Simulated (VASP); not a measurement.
# SrVO3 (Pm-3m) in VASP: a series of runs, part 2 of 2

VASP 6.6.1. Earlier steps stand in the parts before.

### Step 3. Relaxation of cell and atoms, RPBE, collinear spin, ferromagnetic start

Input file INCAR:

```
PREC = Accurate
ENCUT = 600
EDIFF = 1E-6
ISMEAR = -1
SIGMA = 0.05
LREAL = F
LASPH = T
NELM = 150
ALGO = Normal
ISIF = 3
LWAVE = F
LCHARG = F
ISPIN = 2
MAGMOM = 0 2 0 0 0
LORBIT = 11
LMAXMIX = 4
GGA = RP
IBRION = 2
NSW = 60
EDIFFG = -0.01
```

Input file KPOINTS:

```
Automatic mesh
0
Gamma
  5 5 5
```

Input file POSCAR:

```
SrVO3
1.0
    3.8409000000      0.0000000000      0.0000000000
    0.0000000000      3.8409000000      0.0000000000
    0.0000000000      0.0000000000      3.8409000000
Sr V O
1 1 3
Direct
    0.5000000000      0.5000000000      0.5000000000
    0.0000000000      0.0000000000      0.0000000000
    0.0000000000      0.0000000000      0.5000000000
    0.0000000000      0.5000000000      0.0000000000
    0.5000000000      0.0000000000      0.0000000000
```

Potentials or basis: VASP PAW PBE potentials, release 64 (Sr_sv, V_sv, O).

Command:

```console
$ cat potpaw_PBE.64/Sr_sv/POTCAR potpaw_PBE.64/V_sv/POTCAR potpaw_PBE.64/O/POTCAR > POTCAR
$ mpirun -np 1 vasp_std > vasp.out
```

OUTCAR:

```text
PREC = Accurate
   ENCUT = 600
   EDIFF = 1E-6
   ISMEAR = -1
   LREAL = F
   LASPH = T
   NELM = 150
   ISIF = 3
   ISPIN = 2
   LORBIT = 11
   GGA = RP
   IBRION = 2
   NSW = 60
   EDIFFG = -0.01

 ion  position               nearest neighbor table
   1  0.500  0.500  0.500-   3 2.72   4 2.72   5 2.72   4 2.72   5 2.72   3 2.72   5 2.72   5 2.72
                             3 2.72   4 2.72   4 2.72   3 2.72   2 3.33   2 3.33   2 3.33   2 3.33
   2  0.000  0.000  0.000-   3 1.92   4 1.92   5 1.92   3 1.92   4 1.92   5 1.92   1 3.33   1 3.33
                             1 3.33   1 3.33   1 3.33   1 3.33   1 3.33   1 3.33
   3  0.000  0.000  0.500-   2 1.92   2 1.92   1 2.72   1 2.72   1 2.72   1 2.72
   4  0.000  0.500  0.000-   2 1.92   2 1.92   1 2.72   1 2.72   1 2.72   1 2.72
   5  0.500  0.000  0.000-   2 1.92   2 1.92   1 2.72   1 2.72   1 2.72   1 2.72

  LATTYP: Found a simple cubic cell.
 ALAT       =     3.8409000000

  Lattice vectors:

 A1 = (   3.8409000000,   0.0000000000,   0.0000000000)
 A2 = (   0.0000000000,   3.8409000000,   0.0000000000)
 A3 = (   0.0000000000,   0.0000000000,   3.8409000000)

Analysis of symmetry for initial positions (statically):
=====================================================================
 Subroutine PRICEL returns:
 Original cell was already a primitive cell.

 Routine SETGRP: Setting up the symmetry group for a
 simple cubic supercell.

 Subroutine GETGRP returns: Found 48 space group operations
 (whereof 48 operations were pure point group operations)
 out of a pool of 48 trial point group operations.

The static configuration has the point symmetry O_h .

Analysis of symmetry for dynamics (positions and initial velocities):
=====================================================================
 Subroutine PRICEL returns:
 Original cell was already a primitive cell.

 Routine SETGRP: Setting up the symmetry group for a
 simple cubic supercell.

 Subroutine GETGRP returns: Found 48 space group operations
 (whereof 48 operations were pure point group operations)
 out of a pool of 48 trial point group operations.

The dynamic configuration has the point symmetry O_h .

Analysis of structural, dynamic, and magnetic symmetry:
=====================================================================
 Subroutine PRICEL returns:
 Original cell was already a primitive cell.

 Routine SETGRP: Setting up the symmetry group for a
 simple cubic supercell.

 Subroutine GETGRP returns: Found 48 space group operations
 (whereof 48 operations were pure point group operations)
 out of a pool of 48 trial point group operations.

The overall configuration has the point symmetry O_h .

 Subroutine INISYM returns: Found 48 space group operations
 (whereof 48 operations are pure point group operations),
 and found     1 'primitive' translations

----------------------------------------------------------------------------------------

                                     Primitive cell

  volume of cell :      56.6629

  direct lattice vectors                    reciprocal lattice vectors
     3.840900000  0.000000000  0.000000000     0.260355646  0.000000000  0.000000000
     0.000000000  3.840900000  0.000000000     0.000000000  0.260355646  0.000000000
     0.000000000  0.000000000  3.840900000     0.000000000  0.000000000  0.260355646

  length of vectors
     3.840900000  3.840900000  3.840900000     0.260355646  0.260355646  0.260355646
[... 64 lines left out ...]
   ISTART =      0    job   : 0-new  1-cont  2-samecut
   ICHARG =      2    charge: 1-file 2-atom 10-const
   ISPIN  =      2    spin polarized calculation?
   LNONCOLLINEAR =      F non collinear calculations
   LSORBIT =      F    spin-orbit coupling
   LASPH  =      T    aspherical Exc in radial PAW
   ENCUT  =  600.0 eV  44.10 Ry    6.64 a.u.   7.67  7.67  7.67*2*pi/ulx,y,z
   NELM   =    150;   NELMIN=  2; NELMDL= -5     # of ELM steps
   EDIFF  = 0.1E-05   stopping-criterion for ELM
   LREAL  =      F    real-space projection
   EDIFFG = -.1E-01   stopping-criterion for IOM
   NSW    =     60    number of steps for IOM
   IBRION =      2    ionic relax: 0-MD 1-quasi-New 2-CG
   NFREE  =      1    steps in history (QN), initial steepest desc. (CG)
   ISIF   =      3    stress and relaxation
   ISYM   =      2    0-nonsym 1-usesym 2-fastsym
   POTIM  = 0.5000    time-step for ionic-motion
   TEBEG  =    0.0;   TEEND  =   0.0 temperature during run
   PSTRESS=    0.0 pullay stress
   NELECT =      41.0000    total number of electrons
   NUPDOWN=      -1.0000    fix difference up-down
   EMIN   =  10.00;   EMAX   =-10.00  energy-range for DOS
   EFERMI =   0.00;   METHOD = LEGACY
   ISMEAR =    -1;   SIGMA  =   0.05  broadening in eV -4-tet -1-fermi 0-gaus
   EFERMI_NEDOS =   21; number of points for ismear=-14 and -15
   IALGO  =     38    algorithm
   IMIX   =      4    mixing-type and parameters
     AMIX     =   0.40;   BMIX     =  1.00
     AMIX_MAG =   1.60;   BMIX_MAG =  1.00
  volume/ion in A,a.u.               =      11.33        76.48
  Fermi-wavevector in a.u.,A,eV,Ry     =   1.469726  2.777380 29.389880  2.160095
  Thomas-Fermi vector in A             =   2.585069
   LORBIT       =     11    0 simple, 1 ext, 2 COOP (PROOUT), +10 PAW based schemes
   GGA     = RP    functional components
   LHFCALC =     F    Hartree Fock is set to
   AEXX    =    0.0000 exact exchange contribution
   IVDW    =     0    specifies the selected vdW correction
   LEPSILON=     F    determine dielectric tensor
   LRPA    =     F    only Hartree local field effects (RPA)
 conjugate gradient relaxation of ions
 spin polarized calculation
  energy-cutoff  :      600.00
  volume of cell :       56.66
 maximum number of plane-waves:      1908
 NGX is ok and might be reduce to    32
   NGX = 15   NGY = 15   NGZ = 15

--------------------------------------- Ionic step        1  -------------------------------------------

 number of electron      40.9999997 magnetization       0.7602707

 Free energy of the ion-electron system (eV)
  ---------------------------------------------------
  ext. energy  EPLUGINS =         0.00000000
  ---------------------------------------------------
  free energy    TOTEN  =       -37.10526942 eV

  energy without entropy =      -37.09140503  energy(sigma->0) =      -37.09833722

------------------------ aborting loop because EDIFF is reached ----------------------------------------

  FORCE on cell =-STRESS in cart. coord.  units (eV):
  Direction    XX          YY          ZZ          XY          YZ          ZX
  --------------------------------------------------------------------------------------
  -------------------------------------------------------------------------------------
  Total        3.1699682      3.1699682      3.1699682      0.0000000     -0.0000000      0.0000000
  in kB       89.6327019     89.6327019     89.6327019      0.0000000     -0.0000000      0.0000000
  external PRESSURE =      89.6327019 kB  Pullay stress =       0.0000000 kB
[... 65 lines left out ...]
--------------------------------------- Ionic step        3  -------------------------------------------

 number of electron      40.9999987 magnetization       0.7653363

 Free energy of the ion-electron system (eV)
  ---------------------------------------------------
  ext. energy  EPLUGINS =         0.00000000
  ---------------------------------------------------
  free energy    TOTEN  =       -37.18218397 eV

  energy without entropy =      -37.16737691  energy(sigma->0) =      -37.17478044

 E-fermi :   5.7766     XC(G=0): -11.0632

 val. band max:        5.7757516856   @ k =   0.2000   0.2000   0.2000
 cond. band min:       5.7947350374   @ k =   0.4000   0.2000   0.2000
 fundamental gap:      0.0189833518
 Fermi energy:         5.7765511560

 spin component 1

 k-point     1 :       0.0000    0.0000    0.0000
  band No.  band energies     occupation
      1     -60.5042      1.00000
      2     -34.2361      1.00000
      3     -34.2361      1.00000
      4     -34.2361      1.00000
      5     -28.7609      1.00000
      6     -13.6049      1.00000
[... 269 lines left out ...]
     24      10.4836      0.00000
     25      10.4836      0.00000
 Fermi energy:         5.7765511560

 spin component 2

 k-point     1 :       0.0000    0.0000    0.0000
  band No.  band energies     occupation
      1     -59.7107      1.00000
      2     -33.4495      1.00000
      3     -33.4495      1.00000
      4     -33.4495      1.00000
      5     -28.7609      1.00000
      6     -13.5980      1.00000
[... 301 lines left out ...]
  FREE ENERGIE OF THE ION-ELECTRON SYSTEM (eV)
  ---------------------------------------------------
  free  energy   TOTEN  =       -37.1821839739 eV

  energy  without entropy=      -37.1673769128  energy(sigma->0) =      -37.17478044

 reached required accuracy - stopping structural energy minimisation

 total charge

# of ion       s       p       d       tot
------------------------------------------
    1        1.999   5.826   0.194   8.019
    2        2.266   6.313   2.877  11.456
    3        1.564   3.472   0.000   5.036
    4        1.564   3.472   0.000   5.036
    5        1.564   3.472   0.000   5.036
--------------------------------------------------
tot          8.958  22.554   3.072  34.584

 magnetization (x)

# of ion       s       p       d       tot
------------------------------------------
    1       -0.000  -0.001   0.002   0.001
    2        0.006   0.006   0.731   0.743
    3       -0.001  -0.010   0.000  -0.011
    4       -0.001  -0.010   0.000  -0.011
    5       -0.001  -0.010   0.000  -0.011
--------------------------------------------------
tot          0.003  -0.026   0.733   0.711
```

OSZICAR:

```text
N       E                     dE             d eps       ncg     rms          rms(c)
DAV:   1     0.451186333523E+03    0.45119E+03   -0.24064E+04  1000   0.189E+03
DAV:   2    -0.130607665669E+02   -0.46425E+03   -0.45653E+03  1204   0.496E+02
[... 36 lines left out ...]
DAV:   5    -0.371813493692E+02    0.10079E-02   -0.19993E-02  1392   0.889E-01    0.464E-01
DAV:   6    -0.371816939845E+02   -0.34462E-03   -0.43042E-03  1388   0.387E-01    0.306E-01
DAV:   7    -0.371821046483E+02   -0.41066E-03   -0.63226E-04  1608   0.137E-01    0.145E-01
DAV:   8    -0.371821760237E+02   -0.71375E-04   -0.33068E-04  1471   0.113E-01    0.355E-02
DAV:   9    -0.371821832643E+02   -0.72407E-05   -0.37308E-05  1640   0.388E-02    0.156E-02
DAV:  10    -0.371821839739E+02   -0.70954E-06   -0.16218E-06   693   0.124E-02
   3 F= -.37182184E+02 E0= -.37174780E+02  d E =-.769146E-01  mag=     0.7653
```

Wall time 62 s (1 thread of Intel Xeon Platinum 8488C (Sapphire Rapids), shared host); peak memory 0.23 GiB.

Results:

```
Free energy                                           : -37.1822 eV
Relaxed volume                                        : 11.91 Å³/atom
Relaxed cell                                          : a = 3.905 Å, b = 3.905 Å, c = 3.905 Å, α = 90.00°, β = 90.00°, γ = 90.00°
Space group after relaxing (to 0.1 Å)                 : Pm-3m (No. 221)
Energy gained by relaxing                             : 15.4 meV/atom
Ionic steps                                           : 3
Pressure after relaxing                               : 0.0 GPa
Net moment                                            : 0.77 μB per cell
Site moments                                          : Sr +0.00; V +0.74; O -0.01 μB
Valence electrons inside the program's atomic spheres : Sr 8.02; V 11.46; O 5.04
```

The path:
```tsv
step	energy change (eV)	largest force (eV/Å)	pressure (GPa)	volume (Å³)
1	0.0000	0.0000	8.96	56.66
2	-0.0289	0.0000	-5.94	62.02
3	-0.0769	0.0000	-0.02	59.55
```

Final structure:
```cif
data_structure
_symmetry_space_group_name_H-M 'P 1'
_symmetry_Int_Tables_number 1
_cell_length_a 3.9051
_cell_length_b 3.9051
_cell_length_c 3.9051
_cell_angle_alpha 90.000
_cell_angle_beta 90.000
_cell_angle_gamma 90.000
_cell_volume 59.55
loop_
_atom_site_label
_atom_site_type_symbol
_atom_site_fract_x
_atom_site_fract_y
_atom_site_fract_z
_atom_site_occupancy
Sr1 Sr 0.50000 0.50000 0.50000 1
V1 V 0.00000 0.00000 0.00000 1
O1 O 0.00000 0.00000 0.50000 1
O2 O 0.00000 0.50000 0.00000 1
O3 O 0.50000 0.00000 0.00000 1
```

Caveat: the PAW data sets were made with another functional, which shifts forces and pressure a little; semilocal functionals often make such compounds metallic where correlation or magnetic order opens a gap, which also shifts bond lengths. Zero-point motion and thermal expansion aren't in these numbers.

### Step 4. Single point, PBE, collinear spin, ferromagnetic start

Input file INCAR:

```
  PREC = Accurate
  ENCUT = 520
  EDIFF = 1E-6
  ISMEAR = -1
  SIGMA = 0.05
  LREAL = F
  LASPH = T
  NELM = 150
  ALGO = Normal
  ISIF = 2
  LWAVE = F
  LCHARG = T
  ISPIN = 2
  MAGMOM = 0 2 0 0 0
  LORBIT = 11
  LMAXMIX = 4
  GGA = PE
  LELF = T
  LVHAR = T
  NBANDS = 32
```

Input file KPOINTS:

```
regular mesh
0
Gamma
  4 4 4
```

POSCAR is that of step 3.

Command:

```console
$ cat potpaw_PBE.64/Sr_sv/POTCAR potpaw_PBE.64/V_sv/POTCAR potpaw_PBE.64/O/POTCAR > POTCAR
$ mpirun -np 1 vasp_std > vasp.out
```

Run time: 93 s. Hardware: 1 thread of Intel Xeon 8259CL, shared host; peak memory 0.2 GiB.

It converged, with:

- Free energy: -39.2056 eV
- Pressure: 4.1 GPa
- Net moment: 0.62 μB per cell
- Site moments: Sr -0.00; V +0.57; O +0.01 μB
- Valence electrons inside the program's atomic spheres: Sr 8.02; V 11.58; O 5.05

Levels at points of the mesh, in eV from the Fermi level:
Spin up:
```
           k point  band 17  band 18  band 19  band 20  band 21  band 22  band 23  band 24
(0.00, 0.00, 0.00)    -3.22    -2.37    -2.37    -2.37    -1.26    -1.26    -1.26     1.14
(0.50, 0.00, 0.00)    -4.55    -4.08    -2.82    -2.82    -1.15     0.72     0.72     1.16
(0.50, 0.50, 0.00)    -4.09    -3.59    -3.59    -2.09     0.68     0.68     1.02     2.19
(0.50, 0.50, 0.50)    -5.94    -1.99    -1.99    -1.99     1.26     1.26     1.26     5.24
```
Spin down:
```csv
k point,band 17,band 18,band 19,band 20,band 21,band 22,band 23,band 24
"(0.00, 0.00, 0.00)",-3.19,-2.36,-2.36,-2.36,-0.61,-0.61,-0.61,1.46
"(0.50, 0.00, 0.00)",-4.44,-4.06,-2.80,-2.80,-0.47,1.29,1.29,1.47
"(0.50, 0.50, 0.00)",-4.05,-3.57,-3.57,-2.06,1.28,1.28,1.65,2.48
"(0.50, 0.50, 0.50)",-5.80,-1.96,-1.96,-1.96,1.88,1.88,1.88,5.27
```

Caveat: the k points lie up to 0.41 Å⁻¹ apart; semilocal functionals often make such compounds metallic where correlation or magnetic order opens a gap, which also shifts bond lengths. With open d or f shells a metallic result of PBE can be an artefact of self-interaction; +U or a hybrid may open a gap.

### Step 5. The runs side by side

| task | level | cell | k mesh | cutoff (eV) | gap on the mesh (eV) | pressure (GPa) | moment (μB) | relaxed volume (Å³/atom) |
| --- | --- | --- | --- | --- | --- | --- | --- | --- |
| relaxation of cell and atoms | revPBE | relaxed | 5 × 5 × 5 | 600 | none | 0.0 | 0.76 | 11.82 |
| relaxation of cell and atoms | RPBE | relaxed | 5 × 5 × 5 | 600 | none | 0.0 | 0.77 | 11.91 |
| single point | PBE | as given | 4 × 4 × 4 | 520 | none | 4.1 | 0.62 | - |

Alike in all rows: potentials or basis VASP PAW PBE potentials, release 64 (Sr_sv, V_sv, O); spin collinear, ferromagnetic start; smearing fermi-dirac 0.05 eV.

Caveats: some runs use coarse meshes; semilocal functionals often make such compounds metallic where correlation or magnetic order opens a gap, which also shifts bond lengths; the PAW data sets were made with another functional, which shifts forces and pressure a little (at least some runs).

Total energies depend on the potentials used, so only differences within one code and one set of settings carry meaning.
